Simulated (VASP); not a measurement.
# Zn: single point with r2SCAN

Zn:

```
Zn
1.0
     0.00000    1.92810    1.92810
     1.92810    0.00000    1.92810
     1.92810    1.92810    0.00000
Zn
1
Cartesian
  0.0000 0.0000 0.0000
```

| Item | Value |
| --- | --- |
| Program | VASP 6.6.1 |
| Task | single point |
| Functional | r2SCAN |
| Potentials or basis | VASP PAW PBE potentials, release 64 (Zn) |
| Cutoff | 520 eV |
| k mesh | 11 × 11 × 11 |
| Occupations | gaussian, width 0.1 eV |
| Spin | no spin polarisation |
| Dipole correction | no |
| Further INCAR settings | ALGO = Normal; EDIFF = 1e-07; NBANDS = 12 |

| Item | Value |
| --- | --- |
| Pressure | 0.4 GPa |
| Band gap on the k mesh | zero (band 6 reaches 5.06 eV, above the bottom of band 7 at 2.38 eV) |

Levels at points of the mesh, in eV from the Fermi level:
```
           k point  band 2  band 3  band 4  band 5  band 6  band 7  band 8  band 9  band 10  band 11
(0.00, 0.00, 0.00)   -8.17   -8.17   -8.17   -7.74   -7.74   20.06   20.11   20.11    20.11    22.50
```

Wall time 22 s on 1 thread of AMD EPYC 9R45 96-Core Processor (Zen 5), on a shared host, peak memory 0.1 GiB.

Caveat: the PAW data sets were made with another functional, which shifts forces and pressure a little.
